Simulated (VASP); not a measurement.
# SiC (R3m) in VASP: single point with HSE06

Aim: the single point of SiC with HSE06.

Everything below comes from runs of VASP 6.6.1. Logs are shortened: lines on timing, memory, paths and dates and some standing lists are left out, and cuts for length are marked.

**1. The cell of the first run**

Symmetry: R3m, No. 160, trigonal system. Conventional cell: a = 3.080 Å, b = 3.080 Å, c = 7.262 Å, α = 90.00°, β = 90.00°, γ = 120.00°. Si (site symmetry 3m) has 4 C at 1.84 to 1.87 Å within 2.4 Å. Within 2.4 Å of C (site symmetry 3m) lie 4 Si at 1.84 to 1.87 Å.

**2. Single point, HSE06 (strain along [111] -3.8%)**

Contents of POSCAR:

```
SiC
1.0
   -0.0544513087      2.1236010390      2.1236010390
    2.1236010390     -0.0544513087      2.1236010390
    2.1236010390      2.1236010390     -0.0544513087
Si C
1 1
Direct
   -0.0014828002     -0.0014828002     -0.0014828002
    0.2514828002      0.2514828002      0.2514828002
```

Contents of INCAR.step1:

```
PREC = Accurate
ENCUT = 520
EDIFF = 1E-5
ISMEAR = 0
SIGMA = 0.01
LREAL = False
LASPH = True
NELM = 60
ALGO = Normal
ISIF = 2
LWAVE = True
GGA = PE
NBANDS = 11
```

Contents of INCAR.step2:

```
PREC = Accurate
ENCUT = 520
EDIFF = 1E-6
ISMEAR = 0
SIGMA = 0.01
LREAL = False
LASPH = True
NELM = 60
ALGO = Normal
ISIF = 2
LWAVE = False
LCHARG = True
GGA = PE
LHFCALC = True
HFSCREEN = 0.2079
PRECFOCK = Normal
LELF = True
LVHAR = True
ISTART = 1
NBANDS = 11
```

Contents of KPOINTS:

```
regular mesh
0
Gamma
  8 8 8
```

Potentials or basis: VASP PAW PBE potentials, release 64 (Si, C).

Started as:

```
$ cat potpaw_PBE.64/Si/POTCAR potpaw_PBE.64/C/POTCAR > POTCAR
$ cp INCAR.step1 INCAR
$ mpirun -np 1 vasp_std > vasp.out
$ cp INCAR.step2 INCAR
$ mpirun -np 1 vasp_std > vasp.out
```

OUTCAR:

```text
PREC = Accurate
   ENCUT = 520
   EDIFF = 1E-6
   ISMEAR = 0
   LREAL = False
   LASPH = True
   NELM = 60
   ISIF = 2
   GGA = PE
   LHFCALC = True
   HFSCREEN = 0.2079
   PRECFOCK = Normal
   ISTART = 1

 ion  position               nearest neighbor table
   1  0.999  0.999  0.999-   2 1.84   2 1.87   2 1.87   2 1.87
   2  0.251  0.251  0.251-   1 1.84   1 1.87   1 1.87   1 1.87

  LATTYP: Found a trigonal (rhomboedric) cell.
 ALAT       =     3.0037189767
 COS(alpha) =     0.4742030891

  Lattice vectors:

 A1 = (  -0.0544513087,   2.1236010390,   2.1236010390)
 A2 = (   2.1236010390,  -0.0544513087,   2.1236010390)
 A3 = (   2.1236010390,   2.1236010390,  -0.0544513087)

Analysis of symmetry for initial positions (statically):
=====================================================================
 Subroutine PRICEL returns:
 Original cell was already a primitive cell.

 Routine SETGRP: Setting up the symmetry group for a
 trigonal (rhombohedral) supercell.

 Subroutine GETGRP returns: Found  6 space group operations
 (whereof  6 operations were pure point group operations)
 out of a pool of 12 trial point group operations.

The static configuration has the point symmetry C_3v.

Analysis of symmetry for dynamics (positions and initial velocities):
=====================================================================
 Subroutine PRICEL returns:
 Original cell was already a primitive cell.

 Routine SETGRP: Setting up the symmetry group for a
 trigonal (rhombohedral) supercell.

 Subroutine GETGRP returns: Found  6 space group operations
 (whereof  6 operations were pure point group operations)
 out of a pool of 12 trial point group operations.

The dynamic configuration has the point symmetry C_3v.

 Subroutine INISYM returns: Found  6 space group operations
 (whereof  6 operations are pure point group operations),
 and found     1 'primitive' translations

----------------------------------------------------------------------------------------

                                     Primitive cell

  volume of cell :      19.8900

  direct lattice vectors                    reciprocal lattice vectors
    -0.054451309  2.123601039  2.123601039    -0.226581558  0.232544230  0.232544230
     2.123601039 -0.054451309  2.123601039     0.232544230 -0.226581558  0.232544230
     2.123601039  2.123601039 -0.054451309     0.232544230  0.232544230 -0.226581558

  length of vectors
     3.003718977  3.003718977  3.003718977     0.399365547  0.399365547  0.399365547

  position of ions in fractional coordinates (direct lattice)
     0.998517200  0.998517200  0.998517200
     0.251482800  0.251482800  0.251482800

  ion indices of the primitive-cell ions
   primitive index   ion index
                 1           1
                 2           2

----------------------------------------------------------------------------------------

 KPOINTS: regular mesh

Automatic generation of k-mesh.
 Grid dimensions read from file:
 generate k-points for:    8    8    8

 Generating k-lattice:

  Cartesian coordinates                     Fractional coordinates (reciprocal lattice)
    -0.028322695  0.029068029  0.029068029     0.125000000  0.000000000 -0.000000000
     0.029068029 -0.028322695  0.029068029     0.000000000  0.125000000 -0.000000000
     0.029068029  0.029068029 -0.028322695     0.000000000  0.000000000  0.125000000

  Length of vectors
     0.049920693  0.049920693  0.049920693

  Shift w.r.t. Gamma in fractional coordinates (k-lattice)
     0.000000000  0.000000000  0.000000000

 Subroutine IBZKPT returns following result:
 ===========================================

 Found     65 irreducible k-points:

 Following reciprocal coordinates:
            Coordinates               Weight
  0.000000  0.000000  0.000000      1.000000
  0.125000  0.000000 -0.000000      6.000000
  0.250000  0.000000 -0.000000      6.000000
  0.375000 -0.000000 -0.000000      6.000000
  0.500000  0.000000 -0.000000      3.000000
  0.125000  0.125000 -0.000000      6.000000
[... 16 lines left out ...]
  0.250000  0.125000  0.125000      6.000000
  0.375000  0.125000  0.125000      6.000000
 [... further k-points ...]
   k-points           NKPTS =     65   k-points in BZ     NKDIM =    512   number of bands    NBANDS=     11
   number of dos      NEDOS =    301   number of ions     NIONS =      2
   total plane-waves  NPLWV =  13824
   dimension x,y,z NGX =    24 NGY =   24 NGZ =   24
   dimension x,y,z NGXF=    48 NGYF=   48 NGZF=   48
   ions per type =               1   1
   NGX,Y,Z   is equivalent  to a cutoff of  13.28, 13.28, 13.28 a.u.
   NGXF,Y,Z  is equivalent  to a cutoff of  26.57, 26.57, 26.57 a.u.
 SYSTEM =  unknown system
   PREC   = accura    normal or accurate (medium, high low for compatibility)
   ISTART =      1    job   : 0-new  1-cont  2-samecut
   ICHARG =      0    charge: 1-file 2-atom 10-const
   ISPIN  =      1    spin polarized calculation?
   LNONCOLLINEAR =      F non collinear calculations
   LSORBIT =      F    spin-orbit coupling
   LASPH  =      T    aspherical Exc in radial PAW
   ENCUT  =  520.0 eV  38.22 Ry    6.18 a.u.   5.58  5.58  5.58*2*pi/ulx,y,z
   NELM   =     60;   NELMIN=  2; NELMDL=  0     # of ELM steps
   EDIFF  = 0.1E-05   stopping-criterion for ELM
   LREAL  =      F    real-space projection
   EDIFFG = 0.1E-04   stopping-criterion for IOM
   NSW    =      0    number of steps for IOM
   IBRION =     -1    ionic relax: 0-MD 1-quasi-New 2-CG
   NFREE  =      0    steps in history (QN), initial steepest desc. (CG)
   ISIF   =      2    stress and relaxation
   ISYM   =      3    0-nonsym 1-usesym 2-fastsym
   POTIM  = 0.5000    time-step for ionic-motion
   TEBEG  =    0.0;   TEEND  =   0.0 temperature during run
   PSTRESS=    0.0 pullay stress
   NELECT =       8.0000    total number of electrons
   NUPDOWN=      -1.0000    fix difference up-down
   EMIN   =  10.00;   EMAX   =-10.00  energy-range for DOS
   EFERMI =   0.00;   METHOD = LEGACY
   ISMEAR =     0;   SIGMA  =   0.01  broadening in eV -4-tet -1-fermi 0-gaus
   EFERMI_NEDOS =   21; number of points for ismear=-14 and -15
   IALGO  =     38    algorithm
   IMIX   =      1    mixing-type and parameters
     AMIX     =   0.40;   BMIX     =  1.00
     AMIX_MAG =   1.60;   BMIX_MAG =  1.00
  volume/ion in A,a.u.               =       9.95        67.11
  Fermi-wavevector in a.u.,A,eV,Ry     =   1.208443  2.283627 19.869066  1.460335
  Thomas-Fermi vector in A             =   2.344051
   LORBIT       =      0    0 simple, 1 ext, 2 COOP (PROOUT), +10 PAW based schemes
   GGA     = PE    functional components
   LHFCALC =     T    Hartree Fock is set to
   PRECFOCK=normal    Normal, Fast or Accurate (Low or Medium for compatibility)
   ENCUT4O =  -1.0   cutoff for four orbital integrals eV
   NKREDX  =     1    reduce k-point grid by
   NKREDY  =     1    reduce k-point grid by
   NKREDZ  =     1    reduce k-point grid by
   AEXX    =    0.2500 exact exchange contribution
   HFSCREEN=    0.2079 screening length (either q_TF or 0.3 A-1)
   HFSCREENC=   0.2079 screening length for correlation (either q_TF or 0.3 A-1)
   ENCUTFOCK=  -1.0 apply spherical cutoff to Coloumb kernel
   IVDW    =     0    specifies the selected vdW correction
   LEPSILON=     F    determine dielectric tensor
   LRPA    =     F    only Hartree local field effects (RPA)
 non-spin polarized calculation
 Gauss-broadening in eV      SIGMA  =   0.01
  energy-cutoff  :      520.00
  volume of cell :       19.89
 maximum number of plane-waves:       549
 NGX is ok and might be reduce to    24
  NGX = 18; NGY = 18; NGZ = 18

 number of electron       8.0000000 magnetization

 Free energy of the ion-electron system (eV)
  ---------------------------------------------------
  ext. energy  EPLUGINS =         0.00000000
  ---------------------------------------------------
  free energy    TOTEN  =       -17.37565611 eV

  energy without entropy =      -17.37565611  energy(sigma->0) =      -17.37565611

 E-fermi :   8.3658     XC(G=0):  -9.4905

 val. band max:        8.1956719495   @ k =   0.0000   0.0000   0.0000
 cond. band min:      10.0976764147   @ k =   0.5000   0.5000  -0.0000
 fundamental gap:      1.9020044652
 Fermi energy:         8.3658095231

 k-point     1 :       0.0000    0.0000    0.0000
  band No.  band energies     occupation
      1      -9.3871      2.00000
      2       7.8023      2.00000
      3       7.8023      2.00000
      4       8.1957      2.00000
      5      15.6479      0.00000
      6      16.5296      0.00000
      7      16.5296      0.00000
      8      17.7537      0.00000
      9      24.2784      0.00000
     10      24.2784      0.00000
     11      26.5425      0.00000

 k-point     2 :       0.1250    0.0000   -0.0000
  band No.  band energies     occupation
      1      -9.0520      2.00000
      2       6.1889      2.00000
      3       7.6087      2.00000
      4       7.9329      2.00000
      5      15.9946      0.00000
      6      16.9348      0.00000
      7      17.1414      0.00000
      8      18.0617      0.00000
      9      22.8296      0.00000
     10      23.1275      0.00000
     11      25.9014      0.00000

 k-point     3 :       0.2500    0.0000   -0.0000
  band No.  band energies     occupation
      1      -8.0717      2.00000
      2       3.0344      2.00000
      3       7.2139      2.00000
      4       7.4710      2.00000
      5      15.6282      0.00000
      6      17.2712      0.00000
      7      17.7309      0.00000
      8      19.1927      0.00000
      9      22.4680      0.00000
     10      23.2263      0.00000
     11      25.0309      0.00000
[... 267 lines left out ...]
 k-point    23 :       0.2500    0.1250    0.1250
  band No.  band energies     occupation
      1      -8.4580      2.00000
      2       4.9915      2.00000
      3       6.4098      2.00000
      4       7.6584      2.00000
      5      16.2511      0.00000
      6      16.9236      0.00000
      7      17.1079      0.00000
      8      18.7763      0.00000
      9      20.9135      0.00000
     10      23.6029      0.00000
     11      27.6179      0.00000

 k-point    24 :       0.3750    0.1250    0.1250
  band No.  band energies     occupation
      1      -7.2784      2.00000
      2       2.0540      2.00000
      3       5.7182      2.00000
      4       7.2438      2.00000
      5      16.1314      0.00000
      6      16.9658      0.00000
      7      17.4049      0.00000
      8      19.2016      0.00000
      9      21.1682      0.00000
     10      25.2305      0.00000
     11      27.9332      0.00000

 [... further k-points ...]

------------------------ aborting loop because EDIFF is reached ----------------------------------------

  FORCE on cell =-STRESS in cart. coord.  units (eV):
  Direction    XX          YY          ZZ          XY          YZ          ZX
  --------------------------------------------------------------------------------------
  -------------------------------------------------------------------------------------
  Total        0.9868814      0.9868814      0.9868814      0.8597903      0.8597903      0.8597903
  in kB       79.4950070     79.4950070     79.4950070     69.2575989     69.2575989     69.2575989
  external PRESSURE =      79.4950070 kB  Pullay stress =       0.0000000 kB

 VOLUME and BASIS-vectors are now :
 -----------------------------------------------------------------------------
  energy-cutoff  :      520.00
  volume of cell :       19.89
      direct lattice vectors                 reciprocal lattice vectors
    -0.054451309  2.123601039  2.123601039    -0.226581558  0.232544230  0.232544230
     2.123601039 -0.054451309  2.123601039     0.232544230 -0.226581558  0.232544230
     2.123601039  2.123601039 -0.054451309     0.232544230  0.232544230 -0.226581558

 POSITION                                       TOTAL-FORCE (eV/Angst)
 -----------------------------------------------------------------------------------
      4.18653      4.18653      4.18653        -0.005581     -0.005581     -0.005581
      1.05440      1.05440      1.05440         0.005581      0.005581      0.005581
 -----------------------------------------------------------------------------------
    total drift:                                0.000027      0.000026      0.000026

  FREE ENERGIE OF THE ION-ELECTRON SYSTEM (eV)
  ---------------------------------------------------
  free  energy   TOTEN  =       -17.3756561076 eV

  energy  without entropy=      -17.3756561076  energy(sigma->0) =      -17.37565611
```

Run time: 55 min. Hardware: 1 thread of Oxide Virtual Turin-like, shared host; peak memory 0.22 GiB.

Results:

```
Free energy            : -17.3757 eV
Pressure               : 7.9 GPa
Largest force          : 0.010 eV/Å
Band gap on the k mesh : 1.90 eV (least direct gap 5.48 eV)
```

Forces in eV/Å, atoms in the order of the input:
```
Si  -0.006 -0.006 -0.006
C    0.006  0.006  0.006
```

Stress tensor (GPa, compression positive):
```
7.95 6.93 6.93
6.93 7.95 6.93
6.93 6.93 7.95
```

Caveat: the cell differs from its parent crystal (strain along [111] -3.8%); the cell stands under pressure; the PAW data sets were made with another functional, which shifts forces and pressure a little. A k mesh can miss the band edges.
